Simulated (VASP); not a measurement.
# Cu (P-4m2) in VASP: single point with LDA

Aim: the single point of Cu with LDA.

Everything below comes from runs of VASP 6.6.1. Logs are shortened: lines on timing, memory, paths and dates and some standing lists are left out, and cuts for length are marked.

### 1 The cell of the first run

Symmetry: P-4m2, No. 115, tetragonal system. Conventional cell: a = 3.473 Å, b = 3.473 Å, c = 5.934 Å, α = 90.00°, β = 90.00°, γ = 90.00°. Cu (site symmetry -4m2) has 8 Cu at 2.62 to 3.47 Å within 3.5 Å. Cu (site symmetry 2mm) has 10 Cu at 2.62 to 3.47 Å within 3.5 Å.

### 2 Single point, LDA

File INCAR:

```
PREC = Accurate ; ENCUT = 520
EDIFF = 1E-7 ; ISMEAR = -1
SIGMA = 0.1 ; LREAL = False
LASPH = True ; NELM = 60
ALGO = Normal ; ISIF = 2
LWAVE = False ; LCHARG = False
GGA = CA ; NBANDS = 24
```

File KPOINTS:

```
regular mesh
0
Gamma
  7 7 4
```

File POSCAR:

```
Cu
1.0
    3.4725080000      0.0000000000      0.0000000000
    0.0000000000      3.4725080000      0.0000000000
    0.0000000000      0.0000000000      5.9338830000
Cu
3
Direct
    0.5000000000      0.5000000000      0.0000000000
    0.5000000000      0.0000000000      0.3299700000
    0.0000000000      0.5000000000      0.6700300000
```

Potentials or basis: VASP PAW LDA potentials, release 64 (Cu).

The run is started by

```
> cat potpaw_LDA.64/Cu/POTCAR > POTCAR
> mpirun -np 1 vasp_std > vasp.out
```

OUTCAR:

```text
PREC = Accurate
   ENCUT = 520
   EDIFF = 1E-7
   ISMEAR = -1
   LREAL = False
   LASPH = True
   NELM = 60
   ISIF = 2
   GGA = CA

 ion  position               nearest neighbor table
   1  0.500  0.500  0.000-   2 2.62   3 2.62   2 2.62   3 2.62
   2  0.500  0.000  0.330-   1 2.62   1 2.62
   3  0.000  0.500  0.670-   1 2.62   1 2.62

  LATTYP: Found a simple tetragonal cell.
 ALAT       =     3.4725080000
 C/A-ratio  =     1.7088176615

  Lattice vectors:

 A1 = (   3.4725080000,   0.0000000000,   0.0000000000)
 A2 = (   0.0000000000,   3.4725080000,   0.0000000000)
 A3 = (   0.0000000000,   0.0000000000,   5.9338830000)

Analysis of symmetry for initial positions (statically):
=====================================================================
 Subroutine PRICEL returns:
 Original cell was already a primitive cell.

 Routine SETGRP: Setting up the symmetry group for a
 simple tetragonal supercell.

 Subroutine GETGRP returns: Found  8 space group operations
 (whereof  8 operations were pure point group operations)
 out of a pool of 16 trial point group operations.

The static configuration has the point symmetry D_2d.

Analysis of symmetry for dynamics (positions and initial velocities):
=====================================================================
 Subroutine PRICEL returns:
 Original cell was already a primitive cell.

 Routine SETGRP: Setting up the symmetry group for a
 simple tetragonal supercell.

 Subroutine GETGRP returns: Found  8 space group operations
 (whereof  8 operations were pure point group operations)
 out of a pool of 16 trial point group operations.

The dynamic configuration has the point symmetry D_2d.

 Subroutine INISYM returns: Found  8 space group operations
 (whereof  8 operations are pure point group operations),
 and found     1 'primitive' translations

----------------------------------------------------------------------------------------

                                     Primitive cell

  volume of cell :      71.5526

  direct lattice vectors                    reciprocal lattice vectors
     3.472508000  0.000000000  0.000000000     0.287976298  0.000000000  0.000000000
     0.000000000  3.472508000  0.000000000     0.000000000  0.287976298  0.000000000
     0.000000000  0.000000000  5.933883000     0.000000000  0.000000000  0.168523714

  length of vectors
     3.472508000  3.472508000  5.933883000     0.287976298  0.287976298  0.168523714

  position of ions in fractional coordinates (direct lattice)
     0.500000000  0.500000000  0.000000000
     0.500000000  0.000000000  0.329970000
     0.000000000  0.500000000  0.670030000

  ion indices of the primitive-cell ions
   primitive index   ion index
                 1           1
                 2           2
                 3           3

----------------------------------------------------------------------------------------

 KPOINTS: regular mesh

Automatic generation of k-mesh.
 Grid dimensions read from file:
 generate k-points for:    7    7    4

 Generating k-lattice:

  Cartesian coordinates                     Fractional coordinates (reciprocal lattice)
     0.041139471  0.000000000  0.000000000     0.142857143  0.000000000  0.000000000
     0.000000000  0.041139471  0.000000000     0.000000000  0.142857143  0.000000000
     0.000000000  0.000000000  0.042130928     0.000000000  0.000000000  0.250000000

  Length of vectors
     0.041139471  0.041139471  0.042130928

  Shift w.r.t. Gamma in fractional coordinates (k-lattice)
     0.000000000  0.000000000  0.000000000

 Subroutine IBZKPT returns following result:
 ===========================================

 Found     30 irreducible k-points:

 Following reciprocal coordinates:
            Coordinates               Weight
  0.000000  0.000000  0.000000      1.000000
  0.142857  0.000000  0.000000      4.000000
  0.285714  0.000000  0.000000      4.000000
  0.428571  0.000000  0.000000      4.000000
  0.142857  0.142857  0.000000      4.000000
  0.285714  0.142857  0.000000      8.000000
[... 16 lines left out ...]
  0.285714  0.000000  0.500000      4.000000
  0.428571  0.000000  0.500000      4.000000
 [... further k-points ...]
   k-points           NKPTS =     30   k-points in BZ     NKDIM =     30   number of bands    NBANDS=     24
   number of dos      NEDOS =    301   number of ions     NIONS =      3
   total plane-waves  NPLWV =  37632
   dimension x,y,z NGX =    28 NGY =   28 NGZ =   48
   dimension x,y,z NGXF=    56 NGYF=   56 NGZF=   96
   ions per type =               3
   NGX,Y,Z   is equivalent  to a cutoff of  13.40, 13.40, 13.45 a.u.
   NGXF,Y,Z  is equivalent  to a cutoff of  26.81, 26.81, 26.90 a.u.
 SYSTEM =  unknown system
   PREC   = accura    normal or accurate (medium, high low for compatibility)
   ISTART =      0    job   : 0-new  1-cont  2-samecut
   ICHARG =      2    charge: 1-file 2-atom 10-const
   ISPIN  =      1    spin polarized calculation?
   LNONCOLLINEAR =      F non collinear calculations
   LSORBIT =      F    spin-orbit coupling
   LASPH  =      T    aspherical Exc in radial PAW
   ENCUT  =  520.0 eV  38.22 Ry    6.18 a.u.   6.46  6.46 11.03*2*pi/ulx,y,z
   NELM   =     60;   NELMIN=  2; NELMDL= -5     # of ELM steps
   EDIFF  = 0.1E-06   stopping-criterion for ELM
   LREAL  =      F    real-space projection
   EDIFFG = 0.1E-05   stopping-criterion for IOM
   NSW    =      0    number of steps for IOM
   IBRION =     -1    ionic relax: 0-MD 1-quasi-New 2-CG
   NFREE  =      0    steps in history (QN), initial steepest desc. (CG)
   ISIF   =      2    stress and relaxation
   ISYM   =      2    0-nonsym 1-usesym 2-fastsym
   POTIM  = 0.5000    time-step for ionic-motion
   TEBEG  =    0.0;   TEEND  =   0.0 temperature during run
   PSTRESS=    0.0 pullay stress
   NELECT =      33.0000    total number of electrons
   NUPDOWN=      -1.0000    fix difference up-down
   EMIN   =  10.00;   EMAX   =-10.00  energy-range for DOS
   EFERMI =   0.00;   METHOD = LEGACY
   ISMEAR =    -1;   SIGMA  =   0.10  broadening in eV -4-tet -1-fermi 0-gaus
   EFERMI_NEDOS =   21; number of points for ismear=-14 and -15
   IALGO  =     38    algorithm
   IMIX   =      4    mixing-type and parameters
     AMIX     =   0.40;   BMIX     =  1.00
     AMIX_MAG =   1.60;   BMIX_MAG =  1.00
  volume/ion in A,a.u.               =      23.85       160.95
  Fermi-wavevector in a.u.,A,eV,Ry     =   1.264846  2.390212 21.767082  1.599835
  Thomas-Fermi vector in A             =   2.398130
   LORBIT       =      0    0 simple, 1 ext, 2 COOP (PROOUT), +10 PAW based schemes
   GGA     = CA    functional components
   LHFCALC =     F    Hartree Fock is set to
   AEXX    =    0.0000 exact exchange contribution
   IVDW    =     0    specifies the selected vdW correction
   LEPSILON=     F    determine dielectric tensor
   LRPA    =     F    only Hartree local field effects (RPA)
 non-spin polarized calculation
  energy-cutoff  :      520.00
  volume of cell :       71.55
 maximum number of plane-waves:      1942
 NGX is ok and might be reduce to    28
   NGX = 13   NGY = 13   NGZ = 23

 number of electron      33.0000043 magnetization

 Free energy of the ion-electron system (eV)
  ---------------------------------------------------
  ext. energy  EPLUGINS =         0.00000000
  ---------------------------------------------------
  free energy    TOTEN  =        -9.12665169 eV

  energy without entropy =       -9.07476747  energy(sigma->0) =       -9.10070958

 E-fermi :   1.0826     XC(G=0):  -9.3725

 val. band max:        1.0762226438   @ k =   0.4286   0.0000   0.2500
 cond. band min:       1.0932483462   @ k =   0.2857   0.2857   0.2500
 fundamental gap:      0.0170257024
 Fermi energy:         1.0825796007

 k-point     1 :       0.0000    0.0000    0.0000
  band No.  band energies     occupation
      1      -4.1481      2.00000
      2      -1.3919      2.00000
      3      -1.2672      2.00000
      4      -1.0861      2.00000
      5      -1.0861      2.00000
      6      -0.9210      2.00000
[... 16 lines left out ...]
     23      12.7209      0.00000
     24      12.7815      0.00000

 k-point     2 :       0.1429    0.0000    0.0000
  band No.  band energies     occupation
      1      -3.9001      2.00000
      2      -1.3320      2.00000
      3      -1.2108      2.00000
      4      -1.1157      2.00000
      5      -1.0952      2.00000
      6      -0.9167      2.00000
[... 16 lines left out ...]
     23      11.3684      0.00000
     24      12.9082      0.00000

 k-point     3 :       0.2857    0.0000    0.0000
  band No.  band energies     occupation
      1      -3.1946      2.00000
      2      -1.2324      2.00000
      3      -1.2021      2.00000
      4      -1.1154      2.00000
      5      -1.0777      2.00000
      6      -0.9268      2.00000
[... 16 lines left out ...]
     23      11.9068      0.00000
     24      12.9833      0.00000

 k-point     4 :       0.4286    0.0000    0.0000
  band No.  band energies     occupation
      1      -2.2797      2.00000
      2      -1.3181      2.00000
      3      -1.1599      2.00000
      4      -1.1316      2.00000
      5      -1.0854      2.00000
      6      -0.8753      2.00000
[... 16 lines left out ...]
     23      12.2184      0.00000
     24      12.8600      0.00000

 k-point     5 :       0.1429    0.1429    0.0000
  band No.  band energies     occupation
      1      -3.6537      2.00000
      2      -1.2630      2.00000
      3      -1.1723      2.00000
      4      -1.1587      2.00000
      5      -1.0837      2.00000
      6      -0.8667      2.00000
[... 451 lines left out ...]
 k-point    22 :       0.1429    0.0000    0.5000
  band No.  band energies     occupation
      1      -2.8724      2.00000
      2      -2.8074      2.00000
      3      -1.2959      2.00000
      4      -1.0954      2.00000
      5      -1.0865      2.00000
      6      -1.0618      2.00000
[... 16 lines left out ...]
     23       9.5907      0.00000
     24      12.0261      0.00000

 k-point    23 :       0.2857    0.0000    0.5000
  band No.  band energies     occupation
      1      -2.3722      2.00000
      2      -2.1486      2.00000
      3      -1.2198      2.00000
      4      -1.0674      2.00000
      5      -1.0334      2.00000
      6      -0.9207      2.00000
[... 16 lines left out ...]
     23      10.4296      0.00000
     24      12.1632      0.00000

 k-point    24 :       0.4286    0.0000    0.5000
  band No.  band energies     occupation
      1      -1.9811      2.00000
      2      -1.4895      2.00000
      3      -1.1725      2.00000
      4      -1.0478      2.00000
      5      -1.0429      2.00000
      6      -0.7979      2.00000
[... 16 lines left out ...]
     23      10.6433      0.00000
     24      10.8164      0.00000

 [... further k-points ...]
[... 5 lines left out ...]
  --------------------------------------------------------------------------------------
  -------------------------------------------------------------------------------------
  Total       -6.9372677     -6.9372677     -7.6151157      0.0000000      0.0000000      0.0000000
  in kB     -155.3365121   -155.3365121   -170.5146111      0.0000000      0.0000000      0.0000000
  external PRESSURE =    -160.3958784 kB  Pullay stress =       0.0000000 kB

 VOLUME and BASIS-vectors are now :
 -----------------------------------------------------------------------------
  energy-cutoff  :      520.00
  volume of cell :       71.55
      direct lattice vectors                 reciprocal lattice vectors
     3.472508000  0.000000000  0.000000000     0.287976298  0.000000000  0.000000000
     0.000000000  3.472508000  0.000000000     0.000000000  0.287976298  0.000000000
     0.000000000  0.000000000  5.933883000     0.000000000  0.000000000  0.168523714

 POSITION                                       TOTAL-FORCE (eV/Angst)
 -----------------------------------------------------------------------------------
      1.73625      1.73625      0.00000        -0.000000      0.000000      0.000000
      1.73625      0.00000      1.95800         0.000000      0.000000      0.031581
      0.00000      1.73625      3.97588        -0.000000      0.000000     -0.031581
 -----------------------------------------------------------------------------------
    total drift:                                0.000000      0.000000      0.000000

  FREE ENERGIE OF THE ION-ELECTRON SYSTEM (eV)
  ---------------------------------------------------
  free  energy   TOTEN  =        -9.1266516903 eV

  energy  without entropy=       -9.0747674688  energy(sigma->0) =       -9.10070958
```

Run time: 76 s. Hardware: 1 thread of Intel Xeon 8259CL, shared host; peak memory 0.17 GiB.

Results:

| Quantity | Value |
| --- | --- |
| Free energy | -9.1267 eV |
| Pressure | -16.0 GPa |
| Largest force | 0.032 eV/Å |
| Band gap on the k mesh | zero (an odd number of electrons rules out a gap without spin polarisation) |

Forces on the atoms (eV/Å):
```
Cu   0.000  0.000  0.000
Cu   0.000  0.000  0.032
Cu   0.000  0.000 -0.032
```

Caveat: the cell stands under tension.
